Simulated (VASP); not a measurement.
# CaSe in VASP: a series of runs

CaSe is run at these levels: PBE; tasks: single point.

Program: VASP 6.6.1. These are calculated values, not measurements. Logs are shortened: lines on timing, memory, paths and dates and some standing lists are left out, and cuts for length are marked.

## Step 1: The cell of the first run

Symmetry: Fm-3m, No. 225, cubic system. Conventional cell: a = 5.935 Å, b = 5.935 Å, c = 5.935 Å, α = 90.00°, β = 90.00°, γ = 90.00°. Ca (site symmetry m-3m) has 6 Se at 2.97 Å within 3.9 Å. Within 3.9 Å of Se (site symmetry m-3m) lie 6 Ca at 2.97 Å.

## Step 2: Single point, PBE

Contents of INCAR:

```
ALGO = Normal ; EDIFF = 1E-6
ENCUT = 520 ; GGA = PE
ISIF = 2 ; ISMEAR = 0
LASPH = T ; LCHARG = F
LREAL = F ; LWAVE = F
NBANDS = 15 ; NELM = 100
PREC = Accurate ; SIGMA = 0.01
```

Contents of KPOINTS:

```
k-points
0
Gamma
  4 4 4
```

Contents of POSCAR:

```
CaSe
1.0
    0.0000000000      2.9675351127      2.9675351127
    2.9675351127      0.0000000000      2.9675351127
    2.9675351127      2.9675351127      0.0000000000
Ca Se
1 1
Direct
    0.0000000000      0.0000000000      0.0000000000
    0.5000000000      0.5000000000      0.5000000000
```

Potentials or basis: VASP PAW PBE potentials, release 64 (Ca_sv, Se).

Run with:

```console
$ cat potpaw_PBE.64/Ca_sv/POTCAR potpaw_PBE.64/Se/POTCAR > POTCAR
$ mpirun -np 1 vasp_std > vasp.out
```

OUTCAR:

```text
EDIFF = 1E-6
   ENCUT = 520
   GGA = PE
   ISIF = 2
   ISMEAR = 0
   LASPH = T
   LREAL = F
   NELM = 100
   PREC = Accurate

 ion  position               nearest neighbor table
   1  0.000  0.000  0.000-   2 2.97   2 2.97   2 2.97   2 2.97   2 2.97   2 2.97
   2  0.500  0.500  0.500-   1 2.97   1 2.97   1 2.97   1 2.97   1 2.97   1 2.97

  LATTYP: Found a face centered cubic cell.
 ALAT       =     5.9350702254

  Lattice vectors:

 A1 = (   0.0000000000,   2.9675351127,   2.9675351127)
 A2 = (   2.9675351127,   0.0000000000,   2.9675351127)
 A3 = (   2.9675351127,   2.9675351127,   0.0000000000)

Analysis of symmetry for initial positions (statically):
=====================================================================
 Subroutine PRICEL returns:
 Original cell was already a primitive cell.

 Routine SETGRP: Setting up the symmetry group for a
 face centered cubic supercell.

 Subroutine GETGRP returns: Found 48 space group operations
 (whereof 48 operations were pure point group operations)
 out of a pool of 48 trial point group operations.

The static configuration has the point symmetry O_h .

Analysis of symmetry for dynamics (positions and initial velocities):
=====================================================================
 Subroutine PRICEL returns:
 Original cell was already a primitive cell.

 Routine SETGRP: Setting up the symmetry group for a
 face centered cubic supercell.

 Subroutine GETGRP returns: Found 48 space group operations
 (whereof 48 operations were pure point group operations)
 out of a pool of 48 trial point group operations.

The dynamic configuration has the point symmetry O_h .

 Subroutine INISYM returns: Found 48 space group operations
 (whereof 48 operations are pure point group operations),
 and found     1 'primitive' translations

----------------------------------------------------------------------------------------

                                     Primitive cell

  volume of cell :      52.2658

  direct lattice vectors                    reciprocal lattice vectors
     0.000000000  2.967535113  2.967535113    -0.168490003  0.168490003  0.168490003
     2.967535113  0.000000000  2.967535113     0.168490003 -0.168490003  0.168490003
     2.967535113  2.967535113  0.000000000     0.168490003  0.168490003 -0.168490003

  length of vectors
     4.196728403  4.196728403  4.196728403     0.291833246  0.291833246  0.291833246

  position of ions in fractional coordinates (direct lattice)
[... 71 lines left out ...]
   TEBEG  =    0.0;   TEEND  =   0.0 temperature during run
   PSTRESS=    0.0 pullay stress
   NELECT =      16.0000    total number of electrons
   NUPDOWN=      -1.0000    fix difference up-down
   EMIN   =  10.00;   EMAX   =-10.00  energy-range for DOS
   EFERMI =   0.00;   METHOD = LEGACY
   ISMEAR =     0;   SIGMA  =   0.01  broadening in eV -4-tet -1-fermi 0-gaus
   EFERMI_NEDOS =   21; number of points for ismear=-14 and -15
   IALGO  =     38    algorithm
   IMIX   =      4    mixing-type and parameters
     AMIX     =   0.40;   BMIX     =  1.00
     AMIX_MAG =   1.60;   BMIX_MAG =  1.00
  volume/ion in A,a.u.               =      26.13       176.35
  Fermi-wavevector in a.u.,A,eV,Ry     =   1.103339  2.085008 16.563146  1.217357
  Thomas-Fermi vector in A             =   2.239796
   LORBIT       =      0    0 simple, 1 ext, 2 COOP (PROOUT), +10 PAW based schemes
   GGA     = PE    functional components
   LHFCALC =     F    Hartree Fock is set to
   AEXX    =    0.0000 exact exchange contribution
   IVDW    =     0    specifies the selected vdW correction
   LEPSILON=     F    determine dielectric tensor
   LRPA    =     F    only Hartree local field effects (RPA)
 non-spin polarized calculation
 Gauss-broadening in eV      SIGMA  =   0.01
  energy-cutoff  :      520.00
  volume of cell :       52.27
 maximum number of plane-waves:      1424
   NGX = 15   NGY = 15   NGZ = 15

 number of electron      15.9999997 magnetization

 Free energy of the ion-electron system (eV)
  ---------------------------------------------------
  ext. energy  EPLUGINS =         0.00000000
  ---------------------------------------------------
  free energy    TOTEN  =        -9.46814156 eV

  energy without entropy =       -9.46814156  energy(sigma->0) =       -9.46814156

 E-fermi :   2.5584     XC(G=0):  -9.1088

 val. band max:        2.3894660042   @ k =   0.0000   0.0000   0.0000
 cond. band min:       4.4271642934   @ k =   0.5000   0.5000   0.0000
 fundamental gap:      2.0376982892
 Fermi energy:         2.5583928534

 k-point     1 :       0.0000    0.0000    0.0000
  band No.  band energies     occupation
      1     -37.4065      2.00000
      2     -18.3985      2.00000
      3     -18.3985      2.00000
      4     -18.3985      2.00000
      5      -9.3726      2.00000
      6       2.3895      2.00000
      7       2.3895      2.00000
      8       2.3895      2.00000
      9       5.6731      0.00000
     10       6.0871      0.00000
     11       6.0871      0.00000
     12       6.0871      0.00000
     13       6.6451      0.00000
     14       6.6451      0.00000
[... 113 lines left out ...]
      2     -18.4537      2.00000
      3     -18.4537      2.00000
      4     -18.4363      2.00000
      5      -8.7175      2.00000
      6       0.4278      2.00000
      7       0.4278      2.00000
      8       0.7334      2.00000
      9       6.7722      0.00000
     10       6.7722      0.00000
     11       7.5935      0.00000
     12       8.0761      0.00000
     13       8.3894      0.00000
     14      10.9226      0.00000
     15      11.3205      0.00000

------------------------ aborting loop because EDIFF is reached ----------------------------------------

  FORCE on cell =-STRESS in cart. coord.  units (eV):
  Direction    XX          YY          ZZ          XY          YZ          ZX
  --------------------------------------------------------------------------------------
  -------------------------------------------------------------------------------------
  Total        0.2790140      0.2790140      0.2790140     -0.0000000     -0.0000000      0.0000000
  in kB        8.5530113      8.5530113      8.5530113     -0.0000000     -0.0000000      0.0000000
  external PRESSURE =       8.5530113 kB  Pullay stress =       0.0000000 kB

 VOLUME and BASIS-vectors are now :
 -----------------------------------------------------------------------------
  energy-cutoff  :      520.00
  volume of cell :       52.27
      direct lattice vectors                 reciprocal lattice vectors
     0.000000000  2.967535113  2.967535113    -0.168490003  0.168490003  0.168490003
     2.967535113  0.000000000  2.967535113     0.168490003 -0.168490003  0.168490003
     2.967535113  2.967535113  0.000000000     0.168490003  0.168490003 -0.168490003

 POSITION                                       TOTAL-FORCE (eV/Angst)
 -----------------------------------------------------------------------------------
      0.00000      0.00000      0.00000        -0.000000      0.000000     -0.000000
      2.96754      2.96754      2.96754         0.000000     -0.000000      0.000000
 -----------------------------------------------------------------------------------
    total drift:                                0.000000     -0.000000     -0.000000

  FREE ENERGIE OF THE ION-ELECTRON SYSTEM (eV)
  ---------------------------------------------------
  free  energy   TOTEN  =        -9.4681415579 eV

  energy  without entropy=       -9.4681415579  energy(sigma->0) =       -9.46814156
```

OSZICAR:

```text
N       E                     dE             d eps       ncg     rms          rms(c)
DAV:   1     0.104908412032E+03    0.10491E+03   -0.73059E+03   240   0.982E+02
DAV:   2    -0.518702779888E+01   -0.11010E+03   -0.10484E+03   303   0.247E+02
DAV:   3    -0.937464329052E+01   -0.41876E+01   -0.41448E+01   310   0.455E+01
DAV:   4    -0.961337722981E+01   -0.23873E+00   -0.23868E+00   339   0.903E+00
DAV:   5    -0.961510240756E+01   -0.17252E-02   -0.17251E-02   303   0.854E-01    0.427E+00
DAV:   6    -0.947135528856E+01    0.14375E+00   -0.19531E-01   282   0.230E+00    0.254E+00
DAV:   7    -0.946378883080E+01    0.75665E-02   -0.10296E-01   312   0.200E+00    0.817E-01
DAV:   8    -0.946788870318E+01   -0.40999E-02   -0.11712E-02   247   0.832E-01    0.111E-01
DAV:   9    -0.946800487554E+01   -0.11617E-03   -0.61951E-04   310   0.249E-01    0.476E-02
DAV:  10    -0.946812253476E+01   -0.11766E-03   -0.14497E-04   254   0.743E-02    0.166E-02
DAV:  11    -0.946814320146E+01   -0.20667E-04   -0.51928E-05   275   0.636E-02    0.890E-03
DAV:  12    -0.946814204323E+01    0.11582E-05   -0.24718E-06   297   0.126E-02    0.453E-03
DAV:  13    -0.946814155787E+01    0.48536E-06   -0.98435E-07   177   0.626E-03
   1 F= -.94681416E+01 E0= -.94681416E+01  d E =-.309610-127
```

stdout:

```text
POSCAR found type information on POSCAR CaSe
 POSCAR found :  2 types and       2 ions
 scaLAPACK will be used
 LDA part: xc-table for (Slater+PW92), standard interpolation
 POSCAR, INCAR and KPOINTS ok, starting setup
 FFT: planning ... GRIDC
 FFT: planning ... GRID_SOFT
 FFT: planning ... GRID
 WAVECAR not read
 entering main loop
```

Wall time 4.9 s (1 thread of AMD EPYC 9R45 (Zen 5), shared host); peak memory 0.14 GiB.

What came out:

```yaml
Free_energy: -9.4681 eV
Pressure: 0.9 GPa
Band_gap_on_the_k_mesh: 2.04 eV, indirect (least direct gap 2.96 eV)
```

Levels at points of the mesh, in eV from the valence-band top:
```csv
k point,band 5,band 6,band 7,band 8,band 9,band 10,band 11,band 12
"(0.00, 0.00, 0.00)",-11.76,0.00,0.00,0.00,3.28,3.70,3.70,3.70
"(0.50, 0.00, 0.00)",-11.08,-3.25,-1.18,-1.18,4.49,5.44,5.47,5.47
"(0.50, 0.50, 0.00)",-11.19,-2.50,-0.93,-0.93,2.04,5.00,5.01,5.97
```

Caveat: the k points lie up to 0.46 Å⁻¹ apart.

(Part 1 of 2 ends here.)
